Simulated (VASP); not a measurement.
# Cu (Fm-3m) in VASP: notebook

Runs on Cu. Level: PBE+D3(BJ). Tasks: single point, relaxation of cell and atoms.

All numbers are computed with VASP 6.6.1; they aren't measurements. Logs are shortened: lines on timing, memory, paths and dates and some standing lists are left out, and cuts for length are marked.

### 1 The cell of the first run

It takes space group Fm-3m (No. 225, cubic). The conventional cell has a = 3.563 Å, b = 3.563 Å, c = 3.563 Å, α = 90.00°, β = 90.00°, γ = 90.00°. Cu (site symmetry m-3m) has 12 Cu at 2.52 Å within 3.3 Å.

### 2 Single point, PBE+D3(BJ)

The input, INCAR:

```
  ALGO = Fast
  EDIFF = 1E-7
  ENCUT = 520
  GGA = PE
  ISIF = 2
  ISMEAR = 0
  IVDW = 12
  LASPH = T
  LCHARG = F
  LREAL = F
  LWAVE = F
  NBANDS = 12
  NELM = 60
  PREC = Accurate
  SIGMA = 0.1
```

The input, KPOINTS:

```
k-points
0
Gamma
  20 20 20
```

The input, POSCAR:

```
Cu
1.0
    0.0000000000      1.7812553984      1.7812553984
    1.7812553984      0.0000000000      1.7812553984
    1.7812553984      1.7812553984      0.0000000000
Cu
1
Direct
    0.0000000000      0.0000000000      0.0000000000
```

Potentials or basis: VASP PAW PBE potentials, release 64 (Cu).

Command:

```bash
$ cat potpaw_PBE.64/Cu/POTCAR > POTCAR
$ mpirun -np 1 vasp_std > vasp.out
```

OUTCAR:

```text
EDIFF = 1E-7
   ENCUT = 520
   GGA = PE
   ISIF = 2
   ISMEAR = 0
   IVDW = 12
   LASPH = T
   LREAL = F
   NELM = 60
   PREC = Accurate
 IVDW          = 12

 ion  position               nearest neighbor table
   1  0.000  0.000  0.000-

  LATTYP: Found a face centered cubic cell.
 ALAT       =     3.5625107968

  Lattice vectors:

 A1 = (   0.0000000000,   1.7812553984,   1.7812553984)
 A2 = (   1.7812553984,   0.0000000000,   1.7812553984)
 A3 = (   1.7812553984,   1.7812553984,   0.0000000000)

Analysis of symmetry for initial positions (statically):
=====================================================================
 Subroutine PRICEL returns:
 Original cell was already a primitive cell.

 Routine SETGRP: Setting up the symmetry group for a
 face centered cubic supercell.

 Subroutine GETGRP returns: Found 48 space group operations
 (whereof 48 operations were pure point group operations)
 out of a pool of 48 trial point group operations.

The static configuration has the point symmetry O_h .

Analysis of symmetry for dynamics (positions and initial velocities):
=====================================================================
 Subroutine PRICEL returns:
 Original cell was already a primitive cell.

 Routine SETGRP: Setting up the symmetry group for a
 face centered cubic supercell.

 Subroutine GETGRP returns: Found 48 space group operations
 (whereof 48 operations were pure point group operations)
 out of a pool of 48 trial point group operations.

The dynamic configuration has the point symmetry O_h .

 Subroutine INISYM returns: Found 48 space group operations
 (whereof 48 operations are pure point group operations),
 and found     1 'primitive' translations

----------------------------------------------------------------------------------------

                                     Primitive cell

  volume of cell :      11.3034

  direct lattice vectors                    reciprocal lattice vectors
     0.000000000  1.781255398  1.781255398    -0.280700904  0.280700904  0.280700904
     1.781255398  0.000000000  1.781255398     0.280700904 -0.280700904  0.280700904
     1.781255398  1.781255398  0.000000000     0.280700904  0.280700904 -0.280700904

  length of vectors
     2.519075542  2.519075542  2.519075542     0.486188227  0.486188227  0.486188227

  position of ions in fractional coordinates (direct lattice)
     0.000000000  0.000000000  0.000000000

  ion indices of the primitive-cell ions
   primitive index   ion index
                 1           1

----------------------------------------------------------------------------------------

 KPOINTS: k-points

Automatic generation of k-mesh.
 Grid dimensions read from file:
 generate k-points for:   20   20   20

 Generating k-lattice:

  Cartesian coordinates                     Fractional coordinates (reciprocal lattice)
    -0.014035045  0.014035045  0.014035045     0.050000000  0.000000000  0.000000000
     0.014035045 -0.014035045  0.014035045     0.000000000  0.050000000  0.000000000
     0.014035045  0.014035045 -0.014035045     0.000000000  0.000000000  0.050000000

  Length of vectors
     0.024309411  0.024309411  0.024309411

  Shift w.r.t. Gamma in fractional coordinates (k-lattice)
     0.000000000  0.000000000  0.000000000

 Subroutine IBZKPT returns following result:
 ===========================================

 Found    256 irreducible k-points:

 Following reciprocal coordinates:
            Coordinates               Weight
  0.000000  0.000000  0.000000      1.000000
  0.050000  0.000000  0.000000      8.000000
  0.100000  0.000000  0.000000      8.000000
  0.150000  0.000000  0.000000      8.000000
  0.200000  0.000000  0.000000      8.000000
  0.250000  0.000000  0.000000      8.000000
[... 16 lines left out ...]
 -0.400000  0.050000  0.000000     24.000000
 -0.350000  0.050000  0.000000     24.000000
 [... further k-points ...]
   k-points           NKPTS =    256   k-points in BZ     NKDIM =    256   number of bands    NBANDS=     12
   number of dos      NEDOS =    301   number of ions     NIONS =      1
   total plane-waves  NPLWV =   8000
   dimension x,y,z NGX =    20 NGY =   20 NGZ =   20
   dimension x,y,z NGXF=    40 NGYF=   40 NGZF=   40
   ions per type =               1
   NGX,Y,Z   is equivalent  to a cutoff of  13.20, 13.20, 13.20 a.u.
   NGXF,Y,Z  is equivalent  to a cutoff of  26.40, 26.40, 26.40 a.u.
 SYSTEM =  unknown system
   PREC   = accura    normal or accurate (medium, high low for compatibility)
   ISTART =      0    job   : 0-new  1-cont  2-samecut
   ICHARG =      2    charge: 1-file 2-atom 10-const
   ISPIN  =      1    spin polarized calculation?
   LNONCOLLINEAR =      F non collinear calculations
   LSORBIT =      F    spin-orbit coupling
   LASPH  =      T    aspherical Exc in radial PAW
   ENCUT  =  520.0 eV  38.22 Ry    6.18 a.u.   4.68  4.68  4.68*2*pi/ulx,y,z
   NELM   =     60;   NELMIN=  2; NELMDL= -5     # of ELM steps
   EDIFF  = 0.1E-06   stopping-criterion for ELM
   LREAL  =      F    real-space projection
   EDIFFG = 0.1E-05   stopping-criterion for IOM
   NSW    =      0    number of steps for IOM
   IBRION =     -1    ionic relax: 0-MD 1-quasi-New 2-CG
   NFREE  =      0    steps in history (QN), initial steepest desc. (CG)
   ISIF   =      2    stress and relaxation
   ISYM   =      2    0-nonsym 1-usesym 2-fastsym
   POTIM  = 0.5000    time-step for ionic-motion
   TEBEG  =    0.0;   TEEND  =   0.0 temperature during run
   PSTRESS=    0.0 pullay stress
   NELECT =      11.0000    total number of electrons
   NUPDOWN=      -1.0000    fix difference up-down
   EMIN   =  10.00;   EMAX   =-10.00  energy-range for DOS
   EFERMI =   0.00;   METHOD = LEGACY
   ISMEAR =     0;   SIGMA  =   0.10  broadening in eV -4-tet -1-fermi 0-gaus
   EFERMI_NEDOS =   21; number of points for ismear=-14 and -15
   IALGO  =     68    algorithm
   IMIX   =      4    mixing-type and parameters
     AMIX     =   0.40;   BMIX     =  1.00
     AMIX_MAG =   1.60;   BMIX_MAG =  1.00
  volume/ion in A,a.u.               =      11.30        76.28
  Fermi-wavevector in a.u.,A,eV,Ry     =   1.622319  3.065738 35.809422  2.631918
  Thomas-Fermi vector in A             =   2.715951
   LORBIT       =      0    0 simple, 1 ext, 2 COOP (PROOUT), +10 PAW based schemes
   GGA     = PE    functional components
   LHFCALC =     F    Hartree Fock is set to
   AEXX    =    0.0000 exact exchange contribution
   IVDW    =    12    specifies the selected vdW correction
   LEPSILON=     F    determine dielectric tensor
   LRPA    =     F    only Hartree local field effects (RPA)
 non-spin polarized calculation
 RMM-DIIS sequential band-by-band and
 Gauss-broadening in eV      SIGMA  =   0.10
  energy-cutoff  :      520.00
  volume of cell :       11.30
 maximum number of plane-waves:       322
   NGX =  9   NGY =  9   NGZ =  9

 number of electron      11.0000013 magnetization

 Free energy of the ion-electron system (eV)
  ---------------------------------------------------
  ext. energy  EPLUGINS =         0.00000000
  ---------------------------------------------------
  free energy    TOTEN  =        -3.70934567 eV

  energy without entropy =       -3.70808105  energy(sigma->0) =       -3.70871336

 E-fermi :   8.1195     XC(G=0): -12.9825

 val. band max:        8.0681753085   @ k =   0.4500   0.3000   0.0000
 cond. band min:       8.1208060019   @ k =   0.5000   0.2500   0.1000
 fundamental gap:      0.0526306934
 Fermi energy:         8.1194931954

 k-point     1 :       0.0000    0.0000    0.0000
  band No.  band energies     occupation
      1      -1.5485      2.00000
      2       4.9776      2.00000
      3       4.9776      2.00000
      4       4.9776      2.00000
      5       5.8578      2.00000
      6       5.8578      2.00000
      7      31.0867      0.00000
      8      34.0757      0.00000
      9      34.0757      0.00000
     10      34.0757      0.00000
     11      36.6115      0.00000
     12      36.6115      0.00000

 k-point     2 :       0.0500    0.0000    0.0000
  band No.  band energies     occupation
      1      -1.4543      2.00000
      2       4.9566      2.00000
      3       4.9962      2.00000
      4       4.9962      2.00000
      5       5.8501      2.00000
      6       5.8501      2.00000
      7      30.6381      0.00000
      8      32.7702      0.00000
      9      33.7678      0.00000
     10      33.7678      0.00000
     11      37.0482      0.00000
     12      37.0482      0.00000

 k-point     3 :       0.1000    0.0000    0.0000
  band No.  band energies     occupation
      1      -1.1746      2.00000
      2       4.8982      2.00000
      3       5.0461      2.00000
      4       5.0461      2.00000
      5       5.8330      2.00000
      6       5.8330      2.00000
      7      28.7077      0.00000
      8      31.9694      0.00000
      9      33.1708      0.00000
     10      33.1708      0.00000
     11      37.9934      0.00000
     12      38.2662      0.00000
[... 286 lines left out ...]
 k-point    23 :      -0.4000    0.0500    0.0000
  band No.  band energies     occupation
      1       2.7032      2.00000
      2       4.9496      2.00000
      3       4.9996      2.00000
      4       5.7185      2.00000
      5       6.3323      2.00000
      6       6.8039      2.00000
      7      13.8075      0.00000
      8      28.4783      0.00000
      9      30.4315      0.00000
     10      31.2911      0.00000
     11      34.1728      0.00000
     12      35.5933      0.00000

 k-point    24 :      -0.3500    0.0500    0.0000
  band No.  band energies     occupation
      1       2.3534      2.00000
      2       5.0039      2.00000
      3       5.0468      2.00000
      4       5.1706      2.00000
      5       6.1940      2.00000
      6       6.4917      2.00000
      7      15.6889      0.00000
      8      28.4385      0.00000
      9      30.8168      0.00000
     10      32.0442      0.00000
     11      34.2451      0.00000
     12      36.0586      0.00000

 [... further k-points ...]

------------------------ aborting loop because EDIFF is reached ----------------------------------------

 Edisp (eV)   -0.61020

 E8    (eV) :    -0.2617

  FORCE on cell =-STRESS in cart. coord.  units (eV):
  Direction    XX          YY          ZZ          XY          YZ          ZX
  --------------------------------------------------------------------------------------
  -------------------------------------------------------------------------------------
  Total       0.07494     0.07494     0.07494    -0.00000    -0.00000     0.00000
  in kB      10.62199    10.62199    10.62199    -0.00000    -0.00000     0.00000
  external pressure =       10.62 kB  Pullay stress =        0.00 kB

 VOLUME and BASIS-vectors are now :
 -----------------------------------------------------------------------------
  energy-cutoff  :      520.00
  volume of cell :       11.30
      direct lattice vectors                 reciprocal lattice vectors
     0.000000000  1.781255398  1.781255398    -0.280700904  0.280700904  0.280700904
     1.781255398  0.000000000  1.781255398     0.280700904 -0.280700904  0.280700904
     1.781255398  1.781255398  0.000000000     0.280700904  0.280700904 -0.280700904

 POSITION                                       TOTAL-FORCE (eV/Angst)
 -----------------------------------------------------------------------------------
      0.00000      0.00000      0.00000        -0.000000     -0.000000     -0.000000
 -----------------------------------------------------------------------------------
    total drift:                                0.000000      0.000000      0.000000

  FREE ENERGIE OF THE ION-ELECTRON SYSTEM (eV)
  ---------------------------------------------------
  free  energy   TOTEN  =        -4.3195465452 eV

  energy  without entropy=       -4.3182819275  energy(sigma->0) =       -4.31891424
```

It took 24 s on 1 thread of Intel Xeon Platinum 8488C (Sapphire Rapids), shared host; peak memory 0.16 GiB.

Results:

| Item | Value |
| --- | --- |
| Free energy | -4.3195 eV |
| Pressure | 1.1 GPa |
| Dispersion energy per atom | -0.610 eV |

Levels at points of the mesh, in eV from the Fermi level:
```tsv
k point	band 3	band 4	band 5	band 6	band 7	band 8	band 9	band 10
(0.00, 0.00, 0.00)	-3.14	-3.14	-2.26	-2.26	22.97	25.96	25.96	25.96
(0.50, 0.00, 0.00)	-3.18	-1.65	-1.65	-1.11	4.01	21.44	22.79	22.79
(0.50, 0.50, 0.00)	-1.67	-1.50	-1.50	1.49	7.45	13.45	13.45	18.05
```

Caveat: pairwise dispersion overbinds metals, which lowers pressure and volume.

### 3 Relaxation of cell and atoms, PBE+D3(BJ)

The input, INCAR:

```
PREC = Accurate
ENCUT = 600
EDIFF = 1E-7
ISMEAR = 0
SIGMA = 0.1
LREAL = False
LASPH = True
NELM = 60
ALGO = Fast
ISIF = 3
LWAVE = False
LCHARG = False
GGA = PE
IVDW = 12
IBRION = 2
NSW = 100
EDIFFG = -0.002
```

The input, KPOINTS:

```
regular mesh
0
Gamma
  20 20 20
```

The input, POSCAR:

```
Cu
1.0
    0.0000000000      1.7814683766      1.7814683766
    1.7814683766      0.0000000000      1.7814683766
    1.7814683766      1.7814683766      0.0000000000
Cu
1
Direct
    0.0000000000      0.0000000000      0.0000000000
```

Potentials or basis: VASP PAW PBE potentials, release 64 (Cu).

Command:

```bash
$ cat potpaw_PBE.64/Cu/POTCAR > POTCAR
$ mpirun -np 1 vasp_std > vasp.out
```

It took 82 s on 1 thread of Intel Xeon Platinum 8488C (Sapphire Rapids), shared host; peak memory 0.16 GiB.

Results (log left out):

```
Free energy                            : -4.3197 eV
Relaxed volume                         : 11.36 Å³/atom
Relaxed cell                           : a = 2.523 Å, b = 2.523 Å, c = 2.523 Å, α = 60.00°, β = 60.00°, γ = 60.00°
Space group after relaxing (to 0.05 Å) : Fm-3m (No. 225)
Energy gained by relaxing              : 0.1 meV/atom
Ionic steps                            : 15
Pressure after relaxing                : 0.0 GPa
Dispersion energy per atom             : -0.607 eV
```

Final structure:
```yaml
crystal:
  lattice:
    - [0.00000, 1.78398, 1.78398]
    - [1.78398, 0.00000, 1.78398]
    - [1.78398, 1.78398, 0.00000]
  atoms:
    - { symbol: Cu, position: [0.00000, 0.00000, 0.00000] }
```

Levels at points of the mesh, in eV from the Fermi level:
```tsv
k point	band 2	band 3	band 4	band 5	band 6	band 7	band 8	band 9
(0.00, 0.00, 0.00)	-3.13	-3.13	-3.13	-2.25	-2.25	22.93	25.88	25.88
(0.50, 0.00, 0.00)	-3.16	-3.16	-1.65	-1.65	-1.10	3.98	21.40	22.71
(0.50, 0.50, 0.00)	-4.61	-1.67	-1.50	-1.50	1.49	7.42	13.41	13.41
```

Caveat: pairwise dispersion overbinds metals, which lowers pressure and volume. Zero-point motion and thermal expansion aren't in these numbers.
